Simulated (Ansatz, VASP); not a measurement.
# One calculation of AlSn, two programs

The input INCAR:

```
  PREC = Accurate
  ENCUT = 520
  EDIFF = 1E-6
  ISMEAR = -1
  SIGMA = 0.05
  LREAL = F
  LASPH = T
  NELM = 100
  ALGO = Normal
  ISIF = 2
  LWAVE = F
  LCHARG = F
  GGA = PS
  NBANDS = 16
```

File KPOINTS:

```
Automatic mesh
0
Gamma
  11 11 12
```

The input POSCAR:

```
AlSn
1.0
    4.2122485707      0.0000000000      0.0000000000
   -2.1061242853      3.6479142693      0.0000000000
    0.0000000000      0.0000000000      3.1719548515
Al Sn
1 1
Direct
    0.0000000000      0.0000000000      0.0000000000
    0.3333333333      0.6666666667      0.5000000000
```

Input for Ansatz:

```yaml
crystal:
  lattice:
    - [4.2122485707, 0.0, 0.0]
    - [-2.1061242853, 3.6479142693, 0.0]
    - [0.0, 0.0, 3.1719548515]
  atoms:
    - { symbol: Al, position: [0.0, 0.0, 0.0] }
    - { symbol: Sn, position: [0.3333333333, 0.6666666667, 0.5] }
kpoints:
  mp_grid: { grid: [11, 11, 12] }
  band_path:
    path:
      - [0.0, 0.0, 0.0]
      - [0.5, 0.0, 0.0]
      - [0.3333333333, 0.3333333333, 0.0]
      - [0.0, 0.0, 0.0]
      - [0.0, 0.0, 0.5]
      - [0.5, 0.0, 0.5]
      - [0.3333333333, 0.3333333333, 0.5]
      - [0.0, 0.0, 0.5]
      - [0.5, 0.0, 0.5]
    npoints: 14
scf:
  occupations: { method: fermi_dirac, width: 0.05 }
hamiltonian:
  xc: pbesol
  pseudopotentials: { kind: all_electron, lapw: { basis_error: 0.0005 } }
output:
  forces: true
  stress: true
  eigenvalues: true
  populations: true
```

Alike in both runs: task single point; functional PBEsol; k mesh 11 × 11 × 12; occupations fermi-dirac, width 0.05 eV; no spin polarisation.

|  | VASP | Ansatz |
| --- | --- | --- |
| version | VASP 6.6.1 | Ansatz 0.2.0 |
| potentials or method | VASP PAW PBE potentials, release 64 (Al, Sn_d), cutoff 520 eV | all-electron LAPW, scalar-relativistic |

|  | VASP | Ansatz | Ansatz less VASP |
| --- | --- | --- | --- |
| pressure (GPa) | -0.1 | 0.0 | +0.07 |

VASP's potentials were made for PBE, not for PBEsol. Ansatz ran all-electron here, and VASP with PAW potentials.
